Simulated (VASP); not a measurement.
A run of VASP 6.6.1 is set up as follows.

Contents of POSCAR:

```
Si
1.0
    2.7220733657      2.7220733657      0.0000000000
   -2.7220733657      2.7220733657      0.0000000000
    0.0000000000      2.7220733657      2.7220733657
Si
2
Direct
    0.2500000000      0.7500000000      0.5000000000
    0.0000000000      0.0000000000      0.0000000000
```

File INCAR.step1:

```
SYSTEM = Si
  PREC = Accurate
  ENCUT = 600
  ISMEAR = 0
  SIGMA = 0.01
  LREAL = .False.
  LASPH = .True.
  NELM = 80
  GGA = PE
  ALGO = Normal
  EDIFF = 1E-4
  LWAVE = .True.
  LCHARG = .False.
```

The input INCAR.step2:

```
SYSTEM = Si
  PREC = Accurate
  ENCUT = 600
  EDIFF = 1E-6
  ISMEAR = 0
  SIGMA = 0.01
  LREAL = .False.
  LASPH = .True.
  NELM = 80
  ALGO = Normal
  ISIF = 3
  LWAVE = .False.
  LCHARG = .False.
  METAGGA = R2SCAN
  LMIXTAU = .True.
  IBRION = 2
  NSW = 100
  EDIFFG = -0.002
  PSTRESS = -20.0
  ISTART = 1
```

File KPOINTS:

```
regular mesh
0
Gamma
  8 8 8
  0 0 0
```

Potentials or basis: VASP PAW PBE potentials, release 64 (Si).

Run with:

```console
$ cat potpaw_PBE.64/Si/POTCAR > POTCAR
$ cp INCAR.step1 INCAR
$ mpirun -np 1 vasp_std > vasp.out
$ cp INCAR.step2 INCAR
$ mpirun -np 1 vasp_std > vasp.out
```

What does it give for the relaxed cell?

a = 3.874 Å, b = 3.874 Å, c = 3.874 Å, α = 60.00°, β = 60.00°, γ = 90.00°.

Predict the space group after relaxing (to 0.05 Å).

Fd-3m (No. 227).

Estimate the relaxed volume.

20.56 Å³/atom.

Predict the band gap on the k mesh.

0.85 eV, indirect (least direct gap 2.75 eV).

The path:
| step | energy change (eV) | largest force (eV/Å) | pressure (GPa) | volume (Å³) |
| --- | --- | --- | --- | --- |
| 1 | 0.0000 | 0.0000 | -0.23 | 40.34 |
| 2 | 0.0141 | 0.0000 | -3.12 | 41.66 |
| 3 | 0.0055 | 0.0000 | -2.00 | 41.12 |

Caveat: the cell is relaxed towards a set pressure, so the enthalpy falls and the energy may rise; the PAW data sets were made with another functional, which shifts forces and pressure a little. r2SCAN opens gaps a little over a GGA but as a rule still falls short of measured ones.
